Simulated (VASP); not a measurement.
# Al (Im-3m) in VASP: notebook

Aim: see how the results for Al move with the level of theory and the settings. Levels: BLYP+D3(BJ), LDA, PBEsol+D3(BJ). Tasks: single point.

Program: VASP 6.6.1. These are calculated values, not measurements. Logs are shortened: lines on timing, memory, paths and dates and some standing lists are left out, and cuts for length are marked.

## Step 1: The cell of the first run

The structure is cubic, space group Im-3m (No. 229). The conventional cell has a = 3.172 Å, b = 3.172 Å, c = 3.172 Å, α = 90.00°, β = 90.00°, γ = 90.00°. Al (site symmetry m-3m) has 14 Al at 2.75 to 3.17 Å within 3.6 Å.

## Step 2: Single point, BLYP+D3(BJ)

File INCAR:

```
PREC = Accurate ; ENCUT = 520
EDIFF = 1E-6 ; ISMEAR = 1
SIGMA = 0.15 ; LREAL = False
LASPH = True ; NELM = 60
ALGO = Normal ; ISIF = 2
LWAVE = False ; LCHARG = False
GGA = B5 ; ALDAX = 1.0
AGGAX = 1.0 ; AGGAC = 1.0
ALDAC = 0.0 ; IVDW = 12
VDW_S6 = 1.0 ; VDW_S8 = 2.6996
VDW_A1 = 0.4298 ; VDW_A2 = 4.2359
NBANDS = 8
```

File KPOINTS:

```
Automatic mesh
0
Gamma
  12 12 12
```

File POSCAR:

```
Al
1.0
   -1.5862338344      1.5862338344      1.5862338344
    1.5862338344     -1.5862338344      1.5862338344
    1.5862338344      1.5862338344     -1.5862338344
Al
1
Direct
    0.0000000000      0.0000000000      0.0000000000
```

Potentials or basis: VASP PAW PBE potentials, release 64 (Al).

Started as:

```
> cat potpaw_PBE.64/Al/POTCAR > POTCAR
> mpirun -np 1 vasp_std > vasp.out
```

OUTCAR:

```text
PREC = Accurate
   ENCUT = 520
   EDIFF = 1E-6
   ISMEAR = 1
   LREAL = False
   LASPH = True
   NELM = 60
   ISIF = 2
   GGA = B5
   IVDW = 12
 IVDW          = 12

 ion  position               nearest neighbor table
   1  0.000  0.000  0.000-

  LATTYP: Found a body centered cubic cell.
 ALAT       =     3.1724676688

  Lattice vectors:

 A1 = (  -1.5862338344,   1.5862338344,   1.5862338344)
 A2 = (   1.5862338344,  -1.5862338344,   1.5862338344)
 A3 = (   1.5862338344,   1.5862338344,  -1.5862338344)

Analysis of symmetry for initial positions (statically):
=====================================================================
 Subroutine PRICEL returns:
 Original cell was already a primitive cell.

 Routine SETGRP: Setting up the symmetry group for a
 body centered cubic supercell.

 Subroutine GETGRP returns: Found 48 space group operations
 (whereof 48 operations were pure point group operations)
 out of a pool of 48 trial point group operations.

The static configuration has the point symmetry O_h .

Analysis of symmetry for dynamics (positions and initial velocities):
=====================================================================
 Subroutine PRICEL returns:
 Original cell was already a primitive cell.

 Routine SETGRP: Setting up the symmetry group for a
 body centered cubic supercell.

 Subroutine GETGRP returns: Found 48 space group operations
 (whereof 48 operations were pure point group operations)
 out of a pool of 48 trial point group operations.

The dynamic configuration has the point symmetry O_h .

 Subroutine INISYM returns: Found 48 space group operations
 (whereof 48 operations are pure point group operations),
 and found     1 'primitive' translations

----------------------------------------------------------------------------------------

                                     Primitive cell

  volume of cell :      15.9647

  direct lattice vectors                    reciprocal lattice vectors
    -1.586233834  1.586233834  1.586233834     0.000000000  0.315212038  0.315212038
     1.586233834 -1.586233834  1.586233834     0.315212038  0.000000000  0.315212038
     1.586233834  1.586233834 -1.586233834     0.315212038  0.315212038  0.000000000

  length of vectors
     2.747437594  2.747437594  2.747437594     0.445777139  0.445777139  0.445777139

  position of ions in fractional coordinates (direct lattice)
     0.000000000  0.000000000  0.000000000

  ion indices of the primitive-cell ions
   primitive index   ion index
                 1           1

----------------------------------------------------------------------------------------

 KPOINTS: Automatic mesh

Automatic generation of k-mesh.
 Grid dimensions read from file:
 generate k-points for:   12   12   12

 Generating k-lattice:

  Cartesian coordinates                     Fractional coordinates (reciprocal lattice)
     0.000000000  0.026267670  0.026267670     0.083333333  0.000000000  0.000000000
     0.026267670  0.000000000  0.026267670     0.000000000  0.083333333  0.000000000
     0.026267670  0.026267670  0.000000000     0.000000000  0.000000000  0.083333333

  Length of vectors
     0.037148095  0.037148095  0.037148095

  Shift w.r.t. Gamma in fractional coordinates (k-lattice)
     0.000000000  0.000000000  0.000000000

 Subroutine IBZKPT returns following result:
 ===========================================

 Found     72 irreducible k-points:

 Following reciprocal coordinates:
            Coordinates               Weight
  0.000000  0.000000  0.000000      1.000000
  0.083333  0.000000  0.000000     12.000000
  0.166667  0.000000  0.000000     12.000000
  0.250000  0.000000  0.000000     12.000000
  0.333333  0.000000  0.000000     12.000000
  0.416667  0.000000  0.000000     12.000000
[... 16 lines left out ...]
  0.333333  0.083333  0.083333     24.000000
  0.416667  0.083333  0.083333     12.000000
 [... further k-points ...]
   k-points           NKPTS =     72   k-points in BZ     NKDIM =     72   number of bands    NBANDS=      8
   number of dos      NEDOS =    301   number of ions     NIONS =      1
   total plane-waves  NPLWV =   8000
   dimension x,y,z NGX =    20 NGY =   20 NGZ =   20
   dimension x,y,z NGXF=    40 NGYF=   40 NGZF=   40
   ions per type =               1
   NGX,Y,Z   is equivalent  to a cutoff of  12.10, 12.10, 12.10 a.u.
   NGXF,Y,Z  is equivalent  to a cutoff of  24.20, 24.20, 24.20 a.u.
 SYSTEM =  unknown system
   PREC   = accura    normal or accurate (medium, high low for compatibility)
   ISTART =      0    job   : 0-new  1-cont  2-samecut
   ICHARG =      2    charge: 1-file 2-atom 10-const
   ISPIN  =      1    spin polarized calculation?
   LNONCOLLINEAR =      F non collinear calculations
   LSORBIT =      F    spin-orbit coupling
   LASPH  =      T    aspherical Exc in radial PAW
   ENCUT  =  520.0 eV  38.22 Ry    6.18 a.u.   5.11  5.11  5.11*2*pi/ulx,y,z
   NELM   =     60;   NELMIN=  2; NELMDL= -5     # of ELM steps
   EDIFF  = 0.1E-05   stopping-criterion for ELM
   LREAL  =      F    real-space projection
   EDIFFG = 0.1E-04   stopping-criterion for IOM
   NSW    =      0    number of steps for IOM
   IBRION =     -1    ionic relax: 0-MD 1-quasi-New 2-CG
   NFREE  =      0    steps in history (QN), initial steepest desc. (CG)
   ISIF   =      2    stress and relaxation
   ISYM   =      2    0-nonsym 1-usesym 2-fastsym
   POTIM  = 0.5000    time-step for ionic-motion
   TEBEG  =    0.0;   TEEND  =   0.0 temperature during run
   PSTRESS=    0.0 pullay stress
   NELECT =       3.0000    total number of electrons
   NUPDOWN=      -1.0000    fix difference up-down
   EMIN   =  10.00;   EMAX   =-10.00  energy-range for DOS
   EFERMI =   0.00;   METHOD = LEGACY
   ISMEAR =     1;   SIGMA  =   0.15  broadening in eV -4-tet -1-fermi 0-gaus
   EFERMI_NEDOS =   21; number of points for ismear=-14 and -15
   IALGO  =     38    algorithm
   IMIX   =      4    mixing-type and parameters
     AMIX     =   0.40;   BMIX     =  1.00
     AMIX_MAG =   1.60;   BMIX_MAG =  1.00
  volume/ion in A,a.u.               =      15.96       107.74
  Fermi-wavevector in a.u.,A,eV,Ry     =   0.937695  1.771986 11.963208  0.879271
  Thomas-Fermi vector in A             =   2.064831
   LORBIT       =      0    0 simple, 1 ext, 2 COOP (PROOUT), +10 PAW based schemes
   GGA     = B5    functional components
   LHFCALC =     F    Hartree Fock is set to
   AEXX    =    0.0000 exact exchange contribution
   IVDW    =    12    specifies the selected vdW correction
   LEPSILON=     F    determine dielectric tensor
   LRPA    =     F    only Hartree local field effects (RPA)
 non-spin polarized calculation
 Methfessel and Paxton  Order N= 1 SIGMA  =   0.15
  energy-cutoff  :      520.00
  volume of cell :       15.96
 maximum number of plane-waves:       456
   NGX = 11   NGY = 11   NGZ = 11

 number of electron       3.0000000 magnetization

 Free energy of the ion-electron system (eV)
  ---------------------------------------------------
  ext. energy  EPLUGINS =         0.00000000
  ---------------------------------------------------
  free energy    TOTEN  =        -2.56323242 eV

  energy without entropy =       -2.56310033  energy(sigma->0) =       -2.56318839

 E-fermi :   8.7865     XC(G=0):  -9.8006

 val. band max:        8.7094986281   @ k =   0.3333   0.0833   0.0000
 cond. band min:       8.7972863429   @ k =   0.3333   0.2500   0.0833
 fundamental gap:      0.0877877148
 Fermi energy:         8.7864522608

 k-point     1 :       0.0000    0.0000    0.0000
  band No.  band energies     occupation
      1      -2.5148      2.00000
      2      22.2086      0.00000
      3      22.2086      0.00000
      4      22.2086      0.00000
      5      23.7204      0.00000
      6      23.7204      0.00000
      7      23.7204      0.00000
      8      25.5176      0.00000

 k-point     2 :       0.0833    0.0000    0.0000
  band No.  band energies     occupation
      1      -2.3108      2.00000
      2      20.0457      0.00000
      3      21.0153      0.00000
      4      21.4724      0.00000
      5      23.0061      0.00000
      6      24.1559      0.00000
      7      24.6115      0.00000
      8      25.2519      0.00000

 k-point     3 :       0.1667    0.0000    0.0000
  band No.  band energies     occupation
      1      -1.7006      2.00000
      2      16.6085      0.00000
      3      19.6119      0.00000
      4      20.1285      0.00000
      5      21.7294      0.00000
      6      22.9538      0.00000
      7      25.6213      0.00000
      8      25.9627      0.00000

 k-point     4 :       0.2500    0.0000    0.0000
  band No.  band energies     occupation
      1      -0.6895      2.00000
      2      13.1959      0.00000
      3      18.4989      0.00000
      4      18.8942      0.00000
      5      20.5869      0.00000
      6      21.9462      0.00000
      7      26.7238      0.00000
      8      26.8272      0.00000

 k-point     5 :       0.3333    0.0000    0.0000
  band No.  band energies     occupation
      1       0.7139      2.00000
      2      10.0344     -0.00000
      3      17.7033      0.00000
      4      17.9630      0.00000
      5      19.7376      0.00000
      6      21.1581      0.00000
      7      27.7818      0.00000
      8      28.3009      0.00000
[... 177 lines left out ...]
 k-point    22 :       0.2500    0.0833    0.0833
  band No.  band energies     occupation
      1       1.1122      2.00000
      2      10.4003     -0.00000
      3      14.6174      0.00000
      4      15.1672      0.00000
      5      23.6685      0.00000
      6      24.1236      0.00000
      7      28.0300      0.00000
      8      28.4420      0.00000

 k-point    23 :       0.3333    0.0833    0.0833
  band No.  band energies     occupation
      1       2.8893      2.00000
      2       7.5674      2.00000
      3      14.0535      0.00000
      4      14.6456      0.00000
      5      23.1986      0.00000
      6      23.7060      0.00000
      7      29.2904      0.00000
      8      30.1939      0.00000

 k-point    24 :       0.4167    0.0833    0.0833
  band No.  band energies     occupation
      1       4.8239      2.00000
      2       5.2794      2.00000
      3      13.8650      0.00000
      4      14.4707      0.00000
      5      23.0358      0.00000
      6      23.5609      0.00000
      7      30.0699      0.00000
      8      31.3323      0.00000

 [... further k-points ...]

------------------------ aborting loop because EDIFF is reached ----------------------------------------

 Edisp (eV)   -0.80043

 E8    (eV) :    -0.5949

  FORCE on cell =-STRESS in cart. coord.  units (eV):
  Direction    XX          YY          ZZ          XY          YZ          ZX
  --------------------------------------------------------------------------------------
  -------------------------------------------------------------------------------------
  Total       0.01981     0.01981     0.01981     0.00000    -0.00000     0.00000
  in kB       1.98774     1.98774     1.98774     0.00000    -0.00000     0.00000
  external pressure =        1.99 kB  Pullay stress =        0.00 kB

 VOLUME and BASIS-vectors are now :
 -----------------------------------------------------------------------------
  energy-cutoff  :      520.00
  volume of cell :       15.96
      direct lattice vectors                 reciprocal lattice vectors
    -1.586233834  1.586233834  1.586233834     0.000000000  0.315212038  0.315212038
     1.586233834 -1.586233834  1.586233834     0.315212038  0.000000000  0.315212038
     1.586233834  1.586233834 -1.586233834     0.315212038  0.315212038  0.000000000

 POSITION                                       TOTAL-FORCE (eV/Angst)
 -----------------------------------------------------------------------------------
      0.00000      0.00000      0.00000        -0.000000      0.000000     -0.000000
 -----------------------------------------------------------------------------------
    total drift:                                0.000000      0.000000     -0.000000

  FREE ENERGIE OF THE ION-ELECTRON SYSTEM (eV)
  ---------------------------------------------------
  free  energy   TOTEN  =        -3.3636584570 eV

  energy  without entropy=       -3.3635263748  energy(sigma->0) =       -3.36361443
```

It took 4.6 s on 1 thread of Intel Xeon 6975P-C (Granite Rapids), shared host; peak memory 0.12 GiB.

What came out:

* Free energy: -3.3637 eV
* Pressure: 0.2 GPa
* Dispersion energy per atom: -0.800 eV

Caveat: the PAW data sets were made with another functional, which shifts forces and pressure a little; pairwise dispersion overbinds metals, which lowers pressure and volume.

## Step 3: Single point, LDA

This run uses another cell than the first one, of 16.21 Å³/atom, 1.015 times its volume.

File INCAR:

```
SYSTEM = Al
  PREC = Accurate
  ENCUT = 520
  EDIFF = 1E-6
  ISMEAR = 1
  SIGMA = 0.15
  LREAL = .FALSE.
  LASPH = .TRUE.
  NELM = 100
  ALGO = Normal
  ISIF = 2
  LWAVE = .FALSE.
  LCHARG = .TRUE.
  LELF = .TRUE.
  LVHAR = .TRUE.
  NBANDS = 8
```

File KPOINTS:

```
regular mesh
0
G
  12 12 12
  0 0 0
```

File POSCAR:

```
Al
1.0
   -1.5941597759      1.5941597759      1.5941597759
    1.5941597759     -1.5941597759      1.5941597759
    1.5941597759      1.5941597759     -1.5941597759
Al
1
Direct
    0.0000000000      0.0000000000      0.0000000000
```

Potentials or basis: VASP PAW LDA potentials, release 64 (Al).

Started as:

```
> cat potpaw_LDA.64/Al/POTCAR > POTCAR
> mpirun -np 1 vasp_std > vasp.out
```

Run time: 3.7 s. Hardware: 1 thread of Intel Xeon 6975P-C (Granite Rapids), shared host; peak memory 0.12 GiB.

It converged, with:

```yaml
Free_energy: -4.0857 eV
Pressure: 0.1 GPa
```

Levels at points of the mesh, in eV from the Fermi level:
| k point | band 1 | band 2 | band 3 | band 4 |
| --- | --- | --- | --- | --- |
| (0.00, 0.00, 0.00) | -11.18 | 13.34 | 13.34 | 13.34 |
| (0.50, 0.00, 0.00) | -4.31 | -3.86 | 8.21 | 8.36 |
| (0.50, 0.50, 0.50) | 1.91 | 1.91 | 1.91 | 3.07 |

## Step 4: Single point, PBEsol+D3(BJ)

This run uses another cell than the first one, of 15.89 Å³/atom, 0.995 times its volume.

File INCAR:

```
SYSTEM = Al
PREC = Accurate ; ENCUT = 520
EDIFF = 1E-6 ; ISMEAR = 1
SIGMA = 0.15 ; LREAL = .FALSE.
LASPH = .TRUE. ; NELM = 80
ALGO = Normal ; ISIF = 2
LWAVE = .FALSE. ; LCHARG = .FALSE.
GGA = PS ; IVDW = 12
NBANDS = 8
```

File KPOINTS:

```
Automatic mesh
0
G
  12 12 12
  0 0 0
```

File POSCAR:

```
Al
1.0
   -1.5837715469      1.5837715469      1.5837715469
    1.5837715469     -1.5837715469      1.5837715469
    1.5837715469      1.5837715469     -1.5837715469
Al
1
Direct
    0.0000000000      0.0000000000      0.0000000000
```

Potentials or basis: VASP PAW PBE potentials, release 64 (Al).

Started as:

```
> cat potpaw_PBE.64/Al/POTCAR > POTCAR
> mpirun -np 1 vasp_std > vasp.out
```

It took 3.1 s on 1 thread of Intel Xeon 6975P-C (Granite Rapids), shared host; peak memory 0.13 GiB.

Results (log left out):

```
Free energy                : -4.3109 eV
Pressure                   : 0.1 GPa
Dispersion energy per atom : -0.330 eV
```

Levels at points of the mesh, in eV from the Fermi level:
| k point | band 1 | band 2 | band 3 | band 4 |
| --- | --- | --- | --- | --- |
| (0.00, 0.00, 0.00) | -11.37 | 13.49 | 13.49 | 13.49 |
| (0.50, 0.00, 0.00) | -4.44 | -3.88 | 8.36 | 8.46 |
| (0.50, 0.50, 0.50) | 1.95 | 1.95 | 1.95 | 2.93 |

Caveat: the PAW data sets were made with another functional, which shifts forces and pressure a little; pairwise dispersion overbinds metals, which lowers pressure and volume.

## Step 5: Summary

| level | potentials or basis | cell | gap on the mesh (eV) | pressure (GPa) |
| --- | --- | --- | --- | --- |
| BLYP+D3(BJ) | VASP PAW PBE potentials, release 64 (Al) | a = 2.747 Å, angles 109.5°, 1 atom | none | 0.2 |
| LDA | VASP PAW LDA potentials, release 64 (Al) | a = 2.761 Å, angles 109.5°, 1 atom | none | 0.1 |
| PBEsol+D3(BJ) | VASP PAW PBE potentials, release 64 (Al) | a = 2.743 Å, angles 109.5°, 1 atom | none | 0.1 |

Alike in all rows: task single point; no spin polarisation; k mesh 12 × 12 × 12; cutoff (eV) 520; smearing methfessel-paxton 0.15 eV.

Caveats: the PAW data sets were made with another functional, which shifts forces and pressure a little (some runs); pairwise dispersion overbinds metals, which lowers pressure and volume (some runs).

Total energies depend on the potentials used, so only differences within one code and one set of settings carry meaning.
